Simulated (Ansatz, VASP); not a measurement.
ZnS in VASP and in Ansatz

```xyz
8
Lattice="3.5123 0.0842 0.0351 -1.6832 3.3132 -0.0826 0.1150 -0.2456 13.2693" Properties=species:S:1:pos:R:3 pbc="T T T"
Zn    0.2180   -0.1396   -0.0029
Zn    0.0973   -0.2876    6.5373
Zn    0.2294    2.0361    3.2804
Zn    1.8086    1.0324    9.8574
S    -0.2932   -0.2265    2.5028
S     0.3665    0.0287    9.1081
S    -0.0386    2.4346    5.8479
S     1.7014    0.9956   12.5340
```

Change from the starting cell: all atoms moved at random (sigma 0.22 Å a component), cell strained at random (sigma 0.05).

Alike in both runs: task single point; functional r2SCAN; k mesh 6 × 6 × 2; occupations gaussian, width 0.05 eV; no spin polarisation.

|  | VASP | Ansatz |
| --- | --- | --- |
| version | VASP 6.6.1 | Ansatz 0.2.0 |
| potentials or method | VASP PAW PBE potentials, release 64 (Zn, S), cutoff 520 eV | scalar-relativistic, plane waves, PAW |
| valence electrons in the cell | 72 | 72 |

Ansatz gave:

| Property | Result |
| --- | --- |
| gap on the k mesh at the Fermi level (eV) | 1.99 |
| least direct gap on the mesh (eV) | 1.99 |
| pressure (GPa) | 15.3 |
| traceless stress, the component that is largest in VASP (GPa) | 21.16 |
| rms of the force components (eV/Å) | 4.490 |

**Question.** Estimate VASP's values.

**Answer.** gap on the k mesh at the Fermi level (eV): 2.00; least direct gap on the mesh (eV): 2.00; pressure (GPa): 15.7; traceless stress, the component that is largest in VASP (GPa): 21.46; rms of the force components (eV/Å): 4.579.

VASP's potentials were made for PBE, not for r2SCAN. Atom by atom the forces differ by 0.091 eV/Å (rms over components).
